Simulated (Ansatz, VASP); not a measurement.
## CdS: VASP beside Ansatz

File INCAR:

```
ALGO = Normal
EDIFF = 1E-7
ENCUT = 520
GGA = PS
GGA_COMPAT = F
ISIF = 2
ISMEAR = 0
LASPH = T
LCHARG = T
LORBIT = 11
LORBMOM = T
LREAL = F
LSORBIT = T
LVHAR = T
LWAVE = F
MAGMOM = 0 0 0 0 0 0
NBANDS = 30
NELM = 150
PREC = Accurate
SIGMA = 0.01
```

Contents of KPOINTS:

```
k-points
0
Gamma
  8 8 8
```

The input POSCAR:

```
CdS
1.0
    2.7550636382      2.7550636382      0.0000000000
   -2.7550636382      2.7550636382      0.0000000000
    0.0000000000      2.7550636382      2.7550636382
Cd S
1 1
Direct
    0.0000000000      0.0000000000      0.0000000000
    0.7500000000      0.2500000000      0.5000000000
```

Input for Ansatz:

```yaml
crystal:
  lattice:
    - [2.75506363817, 2.75506363817, 0.0]
    - [-2.75506363817, 2.75506363817, 0.0]
    - [0.0, 2.75506363817, 2.75506363817]
  atoms:
    - { symbol: Cd, position: [0.0, 0.0, 0.0] }
    - { symbol: S, position: [0.75, 0.25, 0.5] }
kpoints:
  mp_grid: { grid: [8, 8, 8] }
scf:
  occupations: { method: fixed }
  convergence: { dr2_threshold: 1.0e-10 }
hamiltonian:
  xc: pbesol
  pseudopotentials: { kind: all_electron, lapw: { basis_error: 0.0005 } }
magnetization:
  noncollinear: true
  spin_orbit: true
output:
  forces: true
  stress: true
  eigenstates:
    kpoints:
      - [0.0, 0.0, 0.0]
      - [-0.5, -0.5, -0.5]
      - [-0.5, 0.5, 0.0]
      - [0.0, 0.0, -0.5]
      - [0.0, -0.5, -0.5]
      - [0.0, 0.5, 0.0]
      - [-0.5, 0.0, 0.0]
      - [-0.5, 0.0, -0.5]
  eigenvalues: true
```

Alike in both runs: task single point; functional PBEsol; k mesh 8 × 8 × 8; non-collinear spin, spin-orbit coupling.

|  | VASP | Ansatz |
| --- | --- | --- |
| version | VASP 6.6.1 | Ansatz 0.2.0 |
| potentials or method | VASP PAW PBE potentials, release 64 (Cd, S), cutoff 520 eV | all-electron LAPW |
| occupations | gaussian, width 0.01 eV | fixed |

```tsv
	VASP	Ansatz	Ansatz less VASP
pressure (GPa)	15.7	14.9	-0.81
```

VASP's potentials were made for PBE, not for PBEsol. Ansatz ran all-electron here, and VASP with PAW potentials.
